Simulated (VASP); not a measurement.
Write the native input for VASP 6.6.1 that does the following.

```
Task                   : single point
Functional             : PBEsol
Potentials or basis    : VASP PAW PBE potentials, release 64 (Na_pv)
Cutoff                 : 520 eV
k mesh                 : 14 × 14 × 8
Occupations            : fermi-dirac, width 0.08 eV
Spin                   : no spin polarisation
Dipole correction      : no
Further INCAR settings : ALGO = Normal; EDIFF = 1e-07; NBANDS = 14
```

The structure of Na lies in POSCAR:

```
Na
1.0
    3.4988102463      0.0000000000      0.0000000000
   -1.7494051231      3.0300585563      0.0000000000
    0.0000000000      0.0000000000      5.7196258408
Na
2
Direct
    0.3333333333      0.6666666667      0.2500000000
    0.6666666667      0.3333333333      0.7500000000
```

This isn't the form of Na at room conditions, which is bcc.

The input as run:

INCAR

```
SYSTEM = Na
PREC = Accurate ; ENCUT = 520
EDIFF = 1E-7 ; ISMEAR = -1
SIGMA = 0.08 ; LREAL = .FALSE.
LASPH = .TRUE. ; NELM = 100
ALGO = Normal ; ISIF = 2
LWAVE = .FALSE. ; LCHARG = .FALSE.
GGA = PS ; NBANDS = 14
```

KPOINTS

```
regular mesh
0
G
  14 14 8
  0 0 0
```

Potentials or basis: VASP PAW PBE potentials, release 64 (Na_pv).

The run is started by

```console
$ cat potpaw_PBE.64/Na_pv/POTCAR > POTCAR
$ mpirun -np 1 vasp_std > vasp.out
```

Results of the run:

| Property | Result |
| --- | --- |
| Pressure | 2.0 GPa |
| Band gap on the k mesh | zero (bands 7 and 8 overlap by 4.59 eV) |

Caveat: the PAW data sets were made with another functional, which shifts forces and pressure a little.

It took 86 s on 1 thread of Intel Xeon 8259CL, with other jobs on the host, peak memory 0.22 GiB.
